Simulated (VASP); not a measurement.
Write the native input for VASP 6.6.1 that does the following.

- Task: single point
- Functional: r2SCAN
- Potentials or basis: VASP PAW PBE potentials, release 64 (Li_sv)
- Cutoff: 520 eV
- k mesh: 18 × 18 × 4
- Occupations: gaussian, width 0.1 eV
- Spin: no spin polarisation
- Dipole correction: no
- Further INCAR settings: ALGO = Normal; EDIFF = 1e-07; NBANDS = 14

Crystal: Li.

```
CELL_PARAMETERS angstrom
3.08834 0.00000 0.00000
-1.54417 2.67458 0.00000
0.00000 0.00000 10.15813
ATOMIC_POSITIONS crystal
Li 0.00000 0.00000 0.00000
Li 0.00000 0.00000 0.50000
Li 0.33333 0.66667 0.25000
Li 0.66667 0.33333 0.75000
```

The input as run:

POSCAR

```
Li
1.0
    3.0883429032      0.0000000000      0.0000000000
   -1.5441714516      2.6745834098      0.0000000000
    0.0000000000      0.0000000000     10.1581307876
Li
4
Direct
    0.0000000000      0.0000000000      0.0000000000
    0.0000000000      0.0000000000      0.5000000000
    0.3333333333      0.6666666667      0.2500000000
    0.6666666667      0.3333333333      0.7500000000
```

INCAR.step1

```
PREC = Accurate
ENCUT = 520
ISMEAR = 0
SIGMA = 0.1
LREAL = False
LASPH = True
NELM = 80
NBANDS = 14
GGA = PE
ALGO = Normal
EDIFF = 1E-4
LWAVE = True
LCHARG = False
```

INCAR.step2

```
PREC = Accurate
ENCUT = 520
EDIFF = 1E-7
ISMEAR = 0
SIGMA = 0.1
LREAL = False
LASPH = True
NELM = 80
ALGO = Normal
ISIF = 2
LWAVE = False
LCHARG = False
METAGGA = R2SCAN
LMIXTAU = True
NBANDS = 14
ISTART = 1
```

KPOINTS

```
regular mesh
0
Gamma
  18 18 4
```

Potentials or basis: VASP PAW PBE potentials, release 64 (Li_sv).

Command:

```sh
$ cat potpaw_PBE.64/Li_sv/POTCAR > POTCAR
$ cp INCAR.step1 INCAR
$ mpirun -np 1 vasp_std > vasp.out
$ cp INCAR.step2 INCAR
$ mpirun -np 1 vasp_std > vasp.out
```

Results of the run:

```json
{"Band gap on the k mesh": "zero (band 6 reaches 2.23 eV, above the bottom of band 7 at -2.09 eV)"}
```

It took 5.8 min on 1 thread of Intel(R) Xeon(R) 6975P-C (Granite Rapids), with other jobs on the host, peak memory 0.26 GiB.
